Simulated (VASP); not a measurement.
# Nb (P6/mmm) in VASP: further runs

The runs below take Nb through single point, with r2SCAN.

Everything below comes from runs of VASP 6.6.1. Logs are shortened: lines on timing, memory, paths and dates and some standing lists are left out, and cuts for length are marked.

## (1) The cell of the first run

It takes space group P6/mmm (No. 191, hexagonal). Conventional cell: a = 4.942 Å, b = 4.942 Å, c = 2.711 Å, α = 90.00°, β = 90.00°, γ = 120.00°. Within 3.6 Å of Nb (site symmetry 6/mmm) lie 14 Nb at 2.71 to 3.16 Å. Within 3.6 Å of Nb (site symmetry -6m2) lie 11 Nb at 2.71 to 3.16 Å.

This isn't the form of Nb at room conditions, which is bcc.

## (2) Single point, r2SCAN (19.11 Å³/atom)

POSCAR

```
Nb
1.0
    4.9423392744      0.0000000000      0.0000000000
   -2.4711696372      4.2801913657      0.0000000000
    0.0000000000      0.0000000000      2.7108080923
Nb
3
Direct
    1.0000000000      0.0000000000      1.0000000000
    0.3333333333      0.6666666667      0.5000000000
    0.6666666667      0.3333333333      0.5000000000
```

INCAR.step1

```
PREC = Accurate
ENCUT = 520
ISMEAR = -1
SIGMA = 0.1
LREAL = F
LASPH = T
NELM = 60
NBANDS = 26
GGA = PE
ALGO = Normal
EDIFF = 1E-4
LWAVE = T
LCHARG = F
```

INCAR.step2

```
PREC = Accurate
ENCUT = 520
EDIFF = 1E-6
ISMEAR = -1
SIGMA = 0.1
LREAL = F
LASPH = T
NELM = 60
ALGO = Normal
ISIF = 2
LWAVE = F
LCHARG = F
METAGGA = R2SCAN
LMIXTAU = T
NBANDS = 26
ISTART = 1
```

KPOINTS

```
Automatic mesh
0
Gamma
  9 9 13
```

Potentials or basis: VASP PAW PBE potentials, release 64 (Nb_sv).

Run with:

```bash
cat potpaw_PBE.64/Nb_sv/POTCAR > POTCAR
cp INCAR.step1 INCAR
mpirun -np 1 vasp_std > vasp.out
cp INCAR.step2 INCAR
mpirun -np 1 vasp_std > vasp.out
```

OUTCAR:

```text
PREC = Accurate
   ENCUT = 520
   EDIFF = 1E-6
   ISMEAR = -1
   LREAL = F
   LASPH = T
   NELM = 60
   ISIF = 2
   METAGGA = R2SCAN
   ISTART = 1

 ion  position               nearest neighbor table
   1  0.000  0.000  0.000-
   2  0.333  0.667  0.500-   3 2.85   3 2.85   3 2.85
   3  0.667  0.333  0.500-   2 2.85   2 2.85   2 2.85

  LATTYP: Found a hexagonal cell.
 ALAT       =     4.9423392744
 C/A-ratio  =     0.5484868484

  Lattice vectors:

 A1 = (   4.9423392744,   0.0000000000,   0.0000000000)
 A2 = (  -2.4711696372,   4.2801913657,   0.0000000000)
 A3 = (   0.0000000000,   0.0000000000,   2.7108080923)

Analysis of symmetry for initial positions (statically):
=====================================================================
 Subroutine PRICEL returns:
 Original cell was already a primitive cell.

 Routine SETGRP: Setting up the symmetry group for a
 hexagonal supercell.

 Subroutine GETGRP returns: Found 24 space group operations
 (whereof 24 operations were pure point group operations)
 out of a pool of 24 trial point group operations.

The static configuration has the point symmetry D_6h.

Analysis of symmetry for dynamics (positions and initial velocities):
=====================================================================
 Subroutine PRICEL returns:
 Original cell was already a primitive cell.

 Routine SETGRP: Setting up the symmetry group for a
 hexagonal supercell.

 Subroutine GETGRP returns: Found 24 space group operations
 (whereof 24 operations were pure point group operations)
 out of a pool of 24 trial point group operations.

The dynamic configuration has the point symmetry D_6h.

 Subroutine INISYM returns: Found 24 space group operations
 (whereof 24 operations are pure point group operations),
 and found     1 'primitive' translations

----------------------------------------------------------------------------------------

                                     Primitive cell

  volume of cell :      57.3449

  direct lattice vectors                    reciprocal lattice vectors
     4.942339274  0.000000000  0.000000000     0.202333337  0.116817207  0.000000000
    -2.471169637  4.280191366  0.000000000     0.000000000  0.233634414  0.000000000
     0.000000000  0.000000000  2.710808092     0.000000000  0.000000000  0.368893690

  length of vectors
     4.942339274  4.942339274  2.710808092     0.233634414  0.233634414  0.368893690

  position of ions in fractional coordinates (direct lattice)
     0.000000000  0.000000000  0.000000000
[... 79 lines left out ...]
   NELM   =     60;   NELMIN=  2; NELMDL=  0     # of ELM steps
   EDIFF  = 0.1E-05   stopping-criterion for ELM
   LREAL  =      F    real-space projection
   EDIFFG = 0.1E-04   stopping-criterion for IOM
   NSW    =      0    number of steps for IOM
   IBRION =     -1    ionic relax: 0-MD 1-quasi-New 2-CG
   NFREE  =      0    steps in history (QN), initial steepest desc. (CG)
   ISIF   =      2    stress and relaxation
   ISYM   =      2    0-nonsym 1-usesym 2-fastsym
   POTIM  = 0.5000    time-step for ionic-motion
   TEBEG  =    0.0;   TEEND  =   0.0 temperature during run
   PSTRESS=    0.0 pullay stress
   NELECT =      39.0000    total number of electrons
   NUPDOWN=      -1.0000    fix difference up-down
   EMIN   =  10.00;   EMAX   =-10.00  energy-range for DOS
   EFERMI =   0.00;   METHOD = LEGACY
   ISMEAR =    -1;   SIGMA  =   0.10  broadening in eV -4-tet -1-fermi 0-gaus
   EFERMI_NEDOS =   21; number of points for ismear=-14 and -15
   IALGO  =     38    algorithm
   IMIX   =      4    mixing-type and parameters
     AMIX     =   0.40;   BMIX     =  1.00
     AMIX_MAG =   1.60;   BMIX_MAG =  1.00
  volume/ion in A,a.u.               =      19.11       128.99
  Fermi-wavevector in a.u.,A,eV,Ry     =   1.439676  2.720594 28.200359  2.072668
  Thomas-Fermi vector in A             =   2.558505
   LORBIT       =      0    0 simple, 1 ext, 2 COOP (PROOUT), +10 PAW based schemes
   METAGGA = R2SCAN    functional components
   LHFCALC =     F    Hartree Fock is set to
   AEXX    =    0.0000 exact exchange contribution
   IVDW    =     0    specifies the selected vdW correction
   LEPSILON=     F    determine dielectric tensor
   LRPA    =     F    only Hartree local field effects (RPA)
 non-spin polarized calculation
  energy-cutoff  :      520.00
  volume of cell :       57.34
 maximum number of plane-waves:      1562
 NGX is ok and might be reduce to    40
   NGX = 19   NGY = 19   NGZ = 11

 number of electron      38.9999996 magnetization

 Free energy of the ion-electron system (eV)
  ---------------------------------------------------
  ext. energy  EPLUGINS =         0.00000000
  ---------------------------------------------------
  free energy    TOTEN  =       -73.96405397 eV

  energy without entropy =      -73.86510551  energy(sigma->0) =      -73.91457974

 E-fermi :  10.5609     XC(G=0): -13.2547

 val. band max:       10.5608066553   @ k =   0.1111   0.0000   0.1538
 cond. band min:      10.5618673605   @ k =   0.2222   0.2222   0.3077
 fundamental gap:      0.0010607053
 Fermi energy:        10.5609054996

 k-point     1 :       0.0000    0.0000    0.0000
  band No.  band energies     occupation
      1     -45.9612      2.00000
      2     -45.7881      2.00000
      3     -45.7418      2.00000
      4     -21.5543      2.00000
      5     -21.5543      2.00000
      6     -21.3595      2.00000
[... 685 lines left out ...]
     25      14.0531      0.00000
     26      14.0532      0.00000

 [... further k-points ...]

------------------------ aborting loop because EDIFF is reached ----------------------------------------

  FORCE on cell =-STRESS in cart. coord.  units (eV):
  Direction    XX          YY          ZZ          XY          YZ          ZX
  --------------------------------------------------------------------------------------
  -------------------------------------------------------------------------------------
  Total       -2.0051429     -2.0051429     -2.7172452      0.0000000      0.0000000      0.0000000
  in kB      -56.0223593    -56.0223593    -75.9180237      0.0000000      0.0000000      0.0000000
  external PRESSURE =     -62.6542475 kB  Pullay stress =       0.0000000 kB

 VOLUME and BASIS-vectors are now :
 -----------------------------------------------------------------------------
  energy-cutoff  :      520.00
  volume of cell :       57.34
      direct lattice vectors                 reciprocal lattice vectors
     4.942339274  0.000000000  0.000000000     0.202333337  0.116817207  0.000000000
    -2.471169637  4.280191366  0.000000000     0.000000000  0.233634414  0.000000000
     0.000000000  0.000000000  2.710808092     0.000000000  0.000000000  0.368893690

 POSITION                                       TOTAL-FORCE (eV/Angst)
 -----------------------------------------------------------------------------------
      0.00000      0.00000      0.00000         0.000000      0.000000      0.000000
     -0.00000      2.85346      1.35540        -0.000000      0.000000     -0.000000
      2.47117      1.42673      1.35540        -0.000000      0.000000      0.000000
 -----------------------------------------------------------------------------------
    total drift:                                0.000000     -0.000000      0.000000

  FREE ENERGIE OF THE ION-ELECTRON SYSTEM (eV)
  ---------------------------------------------------
  free  energy   TOTEN  =       -73.9640539733 eV

  energy  without entropy=      -73.8651055051  energy(sigma->0) =      -73.91457974
```

OUTCAR.step1:

```text
PREC = Accurate
   ENCUT = 520
   ISMEAR = -1
   LREAL = F
   LASPH = T
[... 921 lines left out ...]
      0.00000      0.00000      0.00000        -0.000000      0.000000      0.000000
     -0.00000      2.85346      1.35540         0.000000      0.000000     -0.000000
      2.47117      1.42673      1.35540        -0.000000      0.000000      0.000000
 -----------------------------------------------------------------------------------
    total drift:                                0.000000     -0.000000      0.000000

  FREE ENERGIE OF THE ION-ELECTRON SYSTEM (eV)
  ---------------------------------------------------
  free  energy   TOTEN  =       -30.0725296595 eV

  energy  without entropy=      -29.9654015409  energy(sigma->0) =      -30.01896560
```

Wall time 2.7 min (1 thread of Intel Xeon 6975P-C (Granite Rapids), shared host); peak memory 0.24 GiB.

What came out:

| Quantity | Value |
| --- | --- |
| Free energy | -73.9641 eV |
| Pressure | -6.3 GPa |
| Band gap on the k mesh | zero (an odd number of electrons rules out a gap without spin polarisation) |

Caveat: the cell stands under tension; the PAW data sets were made with another functional, which shifts forces and pressure a little.

## (3) Single point, r2SCAN, collinear spin (18.36 Å³/atom)

This run uses another cell than the first one, of 18.36 Å³/atom.

POSCAR

```
Nb
1.0
    4.8772060481      0.0000000000      0.0000000000
   -2.4386030240      4.2237843371      0.0000000000
    0.0000000000      0.0000000000      2.6735702933
Nb
3
Direct
    1.0000000000      0.0000000000      0.0000000000
    0.3333333333      0.6666666667      0.5000000000
    0.6666666667      0.3333333333      0.5000000000
```

INCAR.step1

```
SYSTEM = Nb
  ALGO = Normal
  EDIFF = 1E-4
  ENCUT = 520
  GGA = PE
  ISMEAR = -1
  ISPIN = 2
  LASPH = .True.
  LCHARG = .False.
  LMAXMIX = 4
  LREAL = .False.
  LWAVE = .True.
  MAGMOM = 1 1 1
  NBANDS = 30
  NELM = 150
  PREC = Accurate
  SIGMA = 0.05
```

INCAR.step2

```
SYSTEM = Nb
  ALGO = Normal
  EDIFF = 1E-6
  ENCUT = 520
  ISIF = 2
  ISMEAR = -1
  ISPIN = 2
  ISTART = 1
  LASPH = .True.
  LCHARG = .False.
  LMAXMIX = 4
  LMIXTAU = .True.
  LORBIT = 11
  LREAL = .False.
  LWAVE = .False.
  MAGMOM = 1 1 1
  METAGGA = R2SCAN
  NBANDS = 30
  NELM = 150
  PREC = Accurate
  SIGMA = 0.05
```

KPOINTS

```
k-points
0
Gamma
  9 9 13
  0 0 0
```

Potentials or basis: VASP PAW PBE potentials, release 64 (Nb_sv).

Run with:

```bash
cat potpaw_PBE.64/Nb_sv/POTCAR > POTCAR
cp INCAR.step1 INCAR
mpirun -np 1 vasp_std > vasp.out
cp INCAR.step2 INCAR
mpirun -np 1 vasp_std > vasp.out
```

Run time: 5.4 min. Hardware: 1 thread of Intel Xeon 6975P-C (Granite Rapids), shared host; peak memory 0.32 GiB.

Results (log left out):

```
Free energy                                           : -73.9719 eV
Pressure                                              : 0.0 GPa
Net moment                                            : 0.00 μB per cell
Valence electrons inside the program's atomic spheres : Nb 10.64, 10.73 (each value once)
```

Stress tensor (GPa, compression positive):
```
 0.37  0.00  0.00
 0.00  0.37  0.00
 0.00  0.00 -0.87
```

Levels at points of the mesh, in eV from the Fermi level:
Spin up:
| k point | band 18 | band 19 | band 20 | band 21 | band 22 | band 23 |
| --- | --- | --- | --- | --- | --- | --- |
| (0.00, 0.00, 0.00) | -1.26 | -1.26 | -1.06 | 0.75 | 0.75 | 3.24 |
Spin down:
| k point | band 18 | band 19 | band 20 | band 21 | band 22 | band 23 |
| --- | --- | --- | --- | --- | --- | --- |
| (0.00, 0.00, 0.00) | -1.26 | -1.26 | -1.06 | 0.75 | 0.75 | 3.24 |

Caveat: the PAW data sets were made with another functional, which shifts forces and pressure a little.
